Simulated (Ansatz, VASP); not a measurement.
HfO2 in VASP and in Ansatz

The input INCAR:

```
SYSTEM = HfO2
PREC = Accurate
ENCUT = 520
EDIFF = 1E-7
ISMEAR = 0
SIGMA = 0.02
LREAL = .FALSE.
LASPH = .TRUE.
NELM = 100
ALGO = Normal
ISIF = 2
LWAVE = .FALSE.
LCHARG = .TRUE.
GGA = PE
LELF = .TRUE.
LVHAR = .TRUE.
NBANDS = 18
```

The input KPOINTS:

```
Automatic mesh
0
G
  8 8 8
  0 0 0
```

File POSCAR:

```
HfO2
1.0
    0.0000000000      2.5230831845      2.5230831845
    2.5230831845      0.0000000000      2.5230831845
    2.5230831845      2.5230831845      0.0000000000
Hf O
1 2
Direct
    0.0000000000      0.0000000000      0.0000000000
    0.7500000000      0.7500000000      0.7500000000
    0.2500000000      0.2500000000      0.2500000000
```

Input for Ansatz:

```yaml
crystal:
  lattice:
    - [0.0, 2.5230831845, 2.5230831845]
    - [2.5230831845, 0.0, 2.5230831845]
    - [2.5230831845, 2.5230831845, 0.0]
  atoms:
    - { symbol: Hf, position: [0.0, 0.0, 0.0] }
    - { symbol: O, position: [0.75, 0.75, 0.75] }
    - { symbol: O, position: [0.25, 0.25, 0.25] }
basis:
  ecutwfc: 420
kpoints:
  mp_grid: { grid: [8, 8, 8] }
hamiltonian:
  xc: pbe
scf:
  occupations: { method: gaussian, width: 0.02 }
output:
  forces: true
  stress: true
  eigenvalues: true
  write_density: true
  write_potential: true
  elf: true
  volumetric_format: npy
```

Alike in both runs: task single point; functional PBE; k mesh 8 × 8 × 8; occupations gaussian, width 0.02 eV; no spin polarisation.

|  | VASP | Ansatz |
| --- | --- | --- |
| version | VASP 6.6.1 | Ansatz 0.2.0 |
| potentials or method | VASP PAW PBE potentials, release 64 (Hf_pv, O), cutoff 520 eV | scalar-relativistic, plane waves, PAW |
| valence electrons in the cell | 22 | 38 |

VASP gave:

| Item | Value |
| --- | --- |
| gap on the k mesh at the Fermi level (eV) | 3.84 |
| least direct gap on the mesh (eV) | 3.84 |
| pressure (GPa) | 4.1 |

Question: What did Ansatz give for the same quantities?

Answer: gap on the k mesh at the Fermi level (eV): 3.82; least direct gap on the mesh (eV): 3.82; pressure (GPa): 8.0.

VASP's potentials hold 22 valence electrons a cell and Ansatz's 38, so a difference there can come from the potentials and not from the codes.

Spin-orbit coupling is off throughout.
